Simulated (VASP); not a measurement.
# Mo in VASP: further runs

Aim: see how the results for Mo move with the level of theory and the settings. Levels: PBEsol, PBE. Tasks: single point.

Everything below comes from runs of VASP 6.6.1. Logs are shortened: lines on timing, memory, paths and dates and some standing lists are left out, and cuts for length are marked.

## Step 1: The cell of the first run

It takes space group Im-3m (No. 229, cubic). Conventional cell: a = 3.230 Å, b = 3.230 Å, c = 3.230 Å, α = 90.00°, β = 90.00°, γ = 90.00°. Mo (site symmetry m-3m) has 14 Mo at 2.80 to 3.23 Å within 3.7 Å.

## Step 2: Single point, PBEsol (volume scaled by 1.06)

INCAR

```
PREC     = Accurate       # precision mode
ENCUT    = 520            # plane-wave cutoff, eV
EDIFF    = 1E-6           # SCF threshold, eV
ISMEAR   = -1             # smearing method
SIGMA    = 0.05           # smearing width, eV
LREAL    = False          # projectors in reciprocal space
LASPH    = True           # aspherical terms in the spheres
NELM     = 100            # most SCF steps
ALGO     = Normal         # electronic algorithm
ISIF     = 2              # what is computed and relaxed
LWAVE    = False          # write WAVECAR
LCHARG   = False          # write CHGCAR
GGA      = PS             # functional
NBANDS   = 13             # bands
```

KPOINTS

```
Automatic mesh
0
Gamma
  12 12 12
```

POSCAR

```
Mo
1.0
   -1.6148719360      1.6148719360      1.6148719360
    1.6148719360     -1.6148719360      1.6148719360
    1.6148719360      1.6148719360     -1.6148719360
Mo
1
Direct
    0.0000000000      0.0000000000      0.0000000000
```

Potentials or basis: VASP PAW PBE potentials, release 64 (Mo_sv).

Started as:

```
> cat potpaw_PBE.64/Mo_sv/POTCAR > POTCAR
> mpirun -np 1 vasp_std > vasp.out
```

OUTCAR:

```text
PREC = Accurate
   ENCUT = 520
   EDIFF = 1E-6
   ISMEAR = -1
   LREAL = False
   LASPH = True
   NELM = 100
   ISIF = 2
   GGA = PS

 ion  position               nearest neighbor table
   1  0.000  0.000  0.000-

  LATTYP: Found a body centered cubic cell.
 ALAT       =     3.2297438720

  Lattice vectors:

 A1 = (  -1.6148719360,   1.6148719360,   1.6148719360)
 A2 = (   1.6148719360,  -1.6148719360,   1.6148719360)
 A3 = (   1.6148719360,   1.6148719360,  -1.6148719360)

Analysis of symmetry for initial positions (statically):
=====================================================================
 Subroutine PRICEL returns:
 Original cell was already a primitive cell.

 Routine SETGRP: Setting up the symmetry group for a
 body centered cubic supercell.

 Subroutine GETGRP returns: Found 48 space group operations
 (whereof 48 operations were pure point group operations)
 out of a pool of 48 trial point group operations.

The static configuration has the point symmetry O_h .

Analysis of symmetry for dynamics (positions and initial velocities):
=====================================================================
 Subroutine PRICEL returns:
 Original cell was already a primitive cell.

 Routine SETGRP: Setting up the symmetry group for a
 body centered cubic supercell.

 Subroutine GETGRP returns: Found 48 space group operations
 (whereof 48 operations were pure point group operations)
 out of a pool of 48 trial point group operations.

The dynamic configuration has the point symmetry O_h .

 Subroutine INISYM returns: Found 48 space group operations
 (whereof 48 operations are pure point group operations),
 and found     1 'primitive' translations

----------------------------------------------------------------------------------------

                                     Primitive cell

  volume of cell :      16.8451

  direct lattice vectors                    reciprocal lattice vectors
    -1.614871936  1.614871936  1.614871936     0.000000000  0.309622075  0.309622075
     1.614871936 -1.614871936  1.614871936     0.309622075  0.000000000  0.309622075
     1.614871936  1.614871936 -1.614871936     0.309622075  0.309622075  0.000000000

  length of vectors
     2.797040241  2.797040241  2.797040241     0.437871738  0.437871738  0.437871738

  position of ions in fractional coordinates (direct lattice)
     0.000000000  0.000000000  0.000000000

  ion indices of the primitive-cell ions
   primitive index   ion index
                 1           1

----------------------------------------------------------------------------------------

 KPOINTS: Automatic mesh

Automatic generation of k-mesh.
 Grid dimensions read from file:
 generate k-points for:   12   12   12

 Generating k-lattice:

  Cartesian coordinates                     Fractional coordinates (reciprocal lattice)
     0.000000000  0.025801840  0.025801840     0.083333333  0.000000000  0.000000000
     0.025801840  0.000000000  0.025801840     0.000000000  0.083333333  0.000000000
     0.025801840  0.025801840  0.000000000     0.000000000  0.000000000  0.083333333

  Length of vectors
     0.036489311  0.036489311  0.036489311

  Shift w.r.t. Gamma in fractional coordinates (k-lattice)
     0.000000000  0.000000000  0.000000000

 Subroutine IBZKPT returns following result:
 ===========================================

 Found     72 irreducible k-points:

 Following reciprocal coordinates:
            Coordinates               Weight
  0.000000  0.000000  0.000000      1.000000
  0.083333  0.000000  0.000000     12.000000
  0.166667  0.000000  0.000000     12.000000
  0.250000  0.000000  0.000000     12.000000
  0.333333  0.000000  0.000000     12.000000
  0.416667  0.000000  0.000000     12.000000
[... 16 lines left out ...]
  0.333333  0.083333  0.083333     24.000000
  0.416667  0.083333  0.083333     12.000000
 [... further k-points ...]
   k-points           NKPTS =     72   k-points in BZ     NKDIM =     72   number of bands    NBANDS=     13
   number of dos      NEDOS =    301   number of ions     NIONS =      1
   total plane-waves  NPLWV =  13824
   dimension x,y,z NGX =    24 NGY =   24 NGZ =   24
   dimension x,y,z NGXF=    48 NGYF=   48 NGZF=   48
   ions per type =               1
   NGX,Y,Z   is equivalent  to a cutoff of  14.26, 14.26, 14.26 a.u.
   NGXF,Y,Z  is equivalent  to a cutoff of  28.53, 28.53, 28.53 a.u.
 SYSTEM =  unknown system
   PREC   = accura    normal or accurate (medium, high low for compatibility)
   ISTART =      0    job   : 0-new  1-cont  2-samecut
   ICHARG =      2    charge: 1-file 2-atom 10-const
   ISPIN  =      1    spin polarized calculation?
   LNONCOLLINEAR =      F non collinear calculations
   LSORBIT =      F    spin-orbit coupling
   LASPH  =      T    aspherical Exc in radial PAW
   ENCUT  =  520.0 eV  38.22 Ry    6.18 a.u.   5.20  5.20  5.20*2*pi/ulx,y,z
   NELM   =    100;   NELMIN=  2; NELMDL= -5     # of ELM steps
   EDIFF  = 0.1E-05   stopping-criterion for ELM
   LREAL  =      F    real-space projection
   EDIFFG = 0.1E-04   stopping-criterion for IOM
   NSW    =      0    number of steps for IOM
   IBRION =     -1    ionic relax: 0-MD 1-quasi-New 2-CG
   NFREE  =      0    steps in history (QN), initial steepest desc. (CG)
   ISIF   =      2    stress and relaxation
   ISYM   =      2    0-nonsym 1-usesym 2-fastsym
   POTIM  = 0.5000    time-step for ionic-motion
   TEBEG  =    0.0;   TEEND  =   0.0 temperature during run
   PSTRESS=    0.0 pullay stress
   NELECT =      14.0000    total number of electrons
   NUPDOWN=      -1.0000    fix difference up-down
   EMIN   =  10.00;   EMAX   =-10.00  energy-range for DOS
   EFERMI =   0.00;   METHOD = LEGACY
   ISMEAR =    -1;   SIGMA  =   0.05  broadening in eV -4-tet -1-fermi 0-gaus
   EFERMI_NEDOS =   21; number of points for ismear=-14 and -15
   IALGO  =     38    algorithm
   IMIX   =      4    mixing-type and parameters
     AMIX     =   0.40;   BMIX     =  1.00
     AMIX_MAG =   1.60;   BMIX_MAG =  1.00
  volume/ion in A,a.u.               =      16.85       113.68
  Fermi-wavevector in a.u.,A,eV,Ry     =   1.539192  2.908651 32.233720  2.369112
  Thomas-Fermi vector in A             =   2.645454
   LORBIT       =      0    0 simple, 1 ext, 2 COOP (PROOUT), +10 PAW based schemes
   GGA     = PS    functional components
   LHFCALC =     F    Hartree Fock is set to
   AEXX    =    0.0000 exact exchange contribution
   IVDW    =     0    specifies the selected vdW correction
   LEPSILON=     F    determine dielectric tensor
   LRPA    =     F    only Hartree local field effects (RPA)
 non-spin polarized calculation
  energy-cutoff  :      520.00
  volume of cell :       16.85
 maximum number of plane-waves:       468
 NGX is ok and might be reduce to    24
   NGX = 11   NGY = 11   NGZ = 11

 number of electron      13.9999998 magnetization

 Free energy of the ion-electron system (eV)
  ---------------------------------------------------
  ext. energy  EPLUGINS =         0.00000000
  ---------------------------------------------------
  free energy    TOTEN  =       -11.68593901 eV

  energy without entropy =      -11.68321273  energy(sigma->0) =      -11.68457587

 E-fermi :  11.2614     XC(G=0): -13.1102

 val. band max:       11.2467284797   @ k =  -0.1667   0.2500   0.0833
 cond. band min:      11.3089738378   @ k =  -0.3333   0.3333   0.2500
 fundamental gap:      0.0622453581
 Fermi energy:        11.2614143865

 k-point     1 :       0.0000    0.0000    0.0000
  band No.  band energies     occupation
      1     -49.8927      2.00000
      2     -23.3331      2.00000
      3     -23.3331      2.00000
      4     -23.3331      2.00000
      5       4.2763      2.00000
      6      10.0730      2.00000
      7      10.0730      2.00000
      8      10.0730      2.00000
      9      12.8135      0.00000
     10      12.8135      0.00000
     11      25.9827      0.00000
     12      25.9827      0.00000
     13      25.9827      0.00000

 k-point     2 :       0.0833    0.0000    0.0000
  band No.  band energies     occupation
      1     -49.8797      2.00000
      2     -23.4119      2.00000
      3     -23.3578      2.00000
      4     -23.3335      2.00000
      5       4.5574      2.00000
      6       9.9210      2.00000
      7      10.0447      2.00000
      8      10.3337      2.00000
      9      12.6073      0.00000
     10      12.8199      0.00000
     11      26.1711      0.00000
     12      26.4541      0.00000
     13      26.4608      0.00000

 k-point     3 :       0.1667    0.0000    0.0000
  band No.  band energies     occupation
      1     -49.8442      2.00000
      2     -23.6237      2.00000
      3     -23.4249      2.00000
      4     -23.3348      2.00000
      5       5.3123      2.00000
      6       9.5327      2.00000
      7       9.9059      2.00000
      8      11.0913      1.93558
      9      12.3102      0.00000
     10      12.8576      0.00000
     11      26.3886      0.00000
     12      27.2235      0.00000
     13      27.7858      0.00000

 k-point     4 :       0.2500    0.0000    0.0000
  band No.  band energies     occupation
      1     -49.7953      2.00000
      2     -23.9052      2.00000
      3     -23.5152      2.00000
      4     -23.3365      2.00000
      5       6.1904      2.00000
      6       9.0545      2.00000
      7       9.8359      2.00000
      8      12.2649      0.00000
      9      12.3375      0.00000
     10      12.9595      0.00000
     11      25.7674      0.00000
     12      26.6339      0.00000
     13      29.7784      0.00000

 k-point     5 :       0.3333    0.0000    0.0000
  band No.  band energies     occupation
      1     -49.7459      2.00000
      2     -24.1786      2.00000
      3     -23.6042      2.00000
      4     -23.3382      2.00000
      5       6.5639      2.00000
      6       8.6235      2.00000
      7      10.5210      2.00000
      8      12.6149      0.00000
      9      13.1274      0.00000
     10      13.6843      0.00000
     11      24.5038      0.00000
     12      24.6843      0.00000
     13      30.9505      0.00000
[... 257 lines left out ...]
 k-point    22 :       0.2500    0.0833    0.0833
  band No.  band energies     occupation
      1     -49.7366      2.00000
      2     -24.1860      2.00000
      3     -23.6116      2.00000
      4     -23.4060      2.00000
      5       7.1255      2.00000
      6       8.5304      2.00000
      7       9.6529      2.00000
      8      12.7116      0.00000
      9      13.1585      0.00000
     10      14.9582      0.00000
     11      24.4981      0.00000
     12      24.8730      0.00000
     13      28.0545      0.00000

 k-point    23 :       0.3333    0.0833    0.0833
  band No.  band energies     occupation
      1     -49.7044      2.00000
      2     -24.3223      2.00000
      3     -23.7067      2.00000
      4     -23.4117      2.00000
      5       7.0017      2.00000
      6       8.2925      2.00000
      7      10.8319      1.99963
      8      12.9023      0.00000
      9      13.3361      0.00000
     10      16.4270      0.00000
     11      22.3236      0.00000
     12      23.8639      0.00000
     13      26.8167      0.00000

 k-point    24 :       0.4167    0.0833    0.0833
  band No.  band energies     occupation
      1     -49.6925      2.00000
      2     -24.3705      2.00000
      3     -23.7424      2.00000
      4     -23.4138      2.00000
      5       6.9087      2.00000
      6       8.2114      2.00000
      7      11.4731      0.02859
      8      12.9615      0.00000
      9      13.4048      0.00000
     10      17.0973      0.00000
     11      21.3383      0.00000
     12      23.4942      0.00000
     13      26.3066      0.00000

 [... further k-points ...]
[... 5 lines left out ...]
  --------------------------------------------------------------------------------------
  -------------------------------------------------------------------------------------
  Total       -2.2677981     -2.2677981     -2.2677981      0.0000000     -0.0000000     -0.0000000
  in kB     -215.6953178   -215.6953178   -215.6953178      0.0000000     -0.0000000     -0.0000000
  external PRESSURE =    -215.6953178 kB  Pullay stress =       0.0000000 kB

 VOLUME and BASIS-vectors are now :
 -----------------------------------------------------------------------------
  energy-cutoff  :      520.00
  volume of cell :       16.85
      direct lattice vectors                 reciprocal lattice vectors
    -1.614871936  1.614871936  1.614871936     0.000000000  0.309622075  0.309622075
     1.614871936 -1.614871936  1.614871936     0.309622075  0.000000000  0.309622075
     1.614871936  1.614871936 -1.614871936     0.309622075  0.309622075  0.000000000

 POSITION                                       TOTAL-FORCE (eV/Angst)
 -----------------------------------------------------------------------------------
      0.00000      0.00000      0.00000        -0.000000     -0.000000      0.000000
 -----------------------------------------------------------------------------------
    total drift:                                0.000000      0.000000      0.000000

  FREE ENERGIE OF THE ION-ELECTRON SYSTEM (eV)
  ---------------------------------------------------
  free  energy   TOTEN  =       -11.6859390128 eV

  energy  without entropy=      -11.6832127255  energy(sigma->0) =      -11.68457587
```

Run time: 16 s. Hardware: 1 thread of AMD EPYC 7R43 (Zen 3), shared host; peak memory 0.11 GiB.

What came out:

```
Free energy            : -11.6859 eV
Pressure               : -21.6 GPa
Band gap on the k mesh : zero (band 7 reaches 14.90 eV, above the bottom of band 8 at 10.07 eV)
```

Levels at points of the mesh, in eV from the Fermi level:
```tsv
k point	band 3	band 4	band 5	band 6	band 7	band 8	band 9	band 10	band 11	band 12
(0.00, 0.00, 0.00)	-34.59	-34.59	-6.99	-1.19	-1.19	-1.19	1.55	1.55	14.72	14.72
(0.50, 0.00, 0.00)	-34.95	-34.60	-4.88	-3.03	1.39	1.55	2.12	4.32	10.57	11.81
(0.50, 0.50, 0.50)	-35.37	-35.37	-4.88	-4.88	3.64	3.64	3.64	8.51	8.51	8.51
```

Caveat: the PAW data sets were made with another functional, which shifts forces and pressure a little.

(Continued in part 2 of 2.)
